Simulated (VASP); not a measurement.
La:

```
CELL_PARAMETERS angstrom
3.77270 0.00000 0.00000
-1.88635 3.26725 0.00000
0.00000 0.00000 12.11270
ATOMIC_POSITIONS crystal
La 0.00000 0.00000 0.00000
La 0.00000 0.00000 0.50000
La 0.33333 0.66667 0.75000
La 0.66667 0.33333 0.25000
```

Base run:

| Property | Result |
| --- | --- |
| Program | VASP 6.6.1 |
| Functional | PBE |
| Potentials or basis | VASP PAW PBE potentials, release 64 (La) |
| Cutoff | 520 eV |
| k mesh | 10 × 10 × 3 |
| Occupations | fermi-dirac, width 0.3 eV |
| Spin | no spin polarisation |

Its results: band gap on the k mesh zero (bands 22 and 23 overlap by 1.25 eV); pressure 0.9 GPa.

Question: After a change of settings the same cell gave: band gap on the k mesh zero (bands 22 and 23 overlap by 1.22 eV); pressure 0.1 GPa. Which change was it?
A. k mesh from 10 × 10 × 3 to 3 × 3 × 1; occupations from fermi-dirac, width 0.3 eV to fermi-dirac, width 0.1 eV
B. k mesh from 10 × 10 × 3 to 2 × 2 × 1; occupations from fermi-dirac, width 0.3 eV to fermi-dirac, width 0.1 eV
C. occupations from fermi-dirac, width 0.3 eV to fermi-dirac, width 0.1 eV

Answer: C.

Caveats: spin-orbit coupling is left out, which moves the levels of the heavy elements; so wide a smearing shifts energies and pressures (at least some runs).
